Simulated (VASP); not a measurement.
Write the native input for VASP 6.6.1 that does the following.

* Task: single point
* Functional: PBE
* Potentials or basis: VASP PAW PBE potentials, release 64 (Ba_sv, S)
* Cutoff: 520 eV
* k mesh: 6 × 6 × 4
* Occupations: gaussian, width 0.1 eV
* Spin: no spin polarisation
* Dipole correction: no
* Further INCAR settings: ALGO = Normal; EDIFF = 1e-06; NBANDS = 15

The structure of BaS lies in POSCAR:

```
BaS
1.0
    3.9040198000     -2.1936552100      0.0000000000
    3.9040198000      2.1936552100      0.0000000000
   -2.3886753300      0.0000000000      3.7974436100
Ba S
1 1
Direct
    0.0398525900      0.9601474100      0.0000000000
    0.4601474100      0.5398525900      0.5000000000
```

The input as run:

INCAR

```
PREC = Accurate ; ENCUT = 520
EDIFF = 1E-6 ; ISMEAR = 0
SIGMA = 0.1 ; LREAL = F
LASPH = T ; NELM = 80
ALGO = Normal ; ISIF = 2
LWAVE = F ; LCHARG = T
GGA = PE ; LELF = T
LVHAR = T ; NBANDS = 15
```

KPOINTS

```
regular mesh
0
Gamma
  6 6 4
```

Potentials or basis: VASP PAW PBE potentials, release 64 (Ba_sv, S).

The run is started by

```sh
$ cat potpaw_PBE.64/Ba_sv/POTCAR potpaw_PBE.64/S/POTCAR > POTCAR
$ mpirun -np 1 vasp_std > vasp.out
```

It gave:

```json
{
  "Pressure": "3.4 GPa",
  "Largest force": "1.101 eV/Å",
  "Band gap on the k mesh": "2.40 eV"
}
```

Caveat: the cell stands under pressure; spin-orbit coupling is left out, which moves the levels of the heavy elements; forces of over 1 eV/Å act on the atoms, so gaps and moduli don't describe the material at rest.

Wall time 44 s on 1 thread of Intel(R) Xeon(R) Platinum 8488C (Sapphire Rapids) (shared host), peak memory 0.22 GiB.
